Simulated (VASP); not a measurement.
ZrB2: single point with LDA

ZrB2:

```
Zr B
1.0
     3.12716    0.00000    0.00000
    -1.56358    2.70820    0.00000
     0.00000    0.00000    3.48525
Zr B
1 2
Direct
  0.00000 0.00000 0.00000
  0.66667 0.33333 0.50000
  0.33333 0.66667 0.50000
```

```json
{"Program": "VASP 6.6.1", "Task": "single point", "Functional": "LDA", "Potentials or basis": "VASP PAW LDA potentials, release 64 (Zr_sv, B)", "Cutoff": "520 eV", "k mesh": "10 × 10 × 8", "Occupations": "fermi-dirac, width 0.05 eV", "Spin": "no spin polarisation", "Dipole correction": "no", "Further INCAR settings": "ALGO = Normal; EDIFF = 1e-07; NBANDS = 16"}
```

```yaml
Pressure: 1.8 GPa
Band_gap_on_the_k_mesh: zero (bands 9 and 10 overlap by 0.85 eV)
```

Stress tensor (GPa, compression positive):
```
1.71 0.00 0.00
0.00 1.71 0.00
0.00 0.00 1.89
```

Levels at points of the mesh, in eV from the Fermi level:
| k point | band 6 | band 7 | band 8 | band 9 | band 10 | band 11 | band 12 | band 13 |
| --- | --- | --- | --- | --- | --- | --- | --- | --- |
| (0.00, 0.00, 0.00) | -2.60 | -2.60 | -2.58 | -2.16 | 3.67 | 3.67 | 4.46 | 4.46 |
| (0.50, 0.00, 0.00) | -8.23 | -3.92 | -2.96 | -2.69 | 2.43 | 2.51 | 5.28 | 5.39 |
| (0.00, 0.00, 0.50) | -6.92 | -0.86 | -0.86 | 0.44 | 0.44 | 0.90 | 0.90 | 2.00 |
| (0.50, 0.00, 0.50) | -6.80 | -4.63 | -4.15 | -1.73 | 4.03 | 4.51 | 5.69 | 6.74 |

Wall time 29 s on 1 thread of Intel Xeon 8259CL (shared host), peak memory 0.15 GiB.
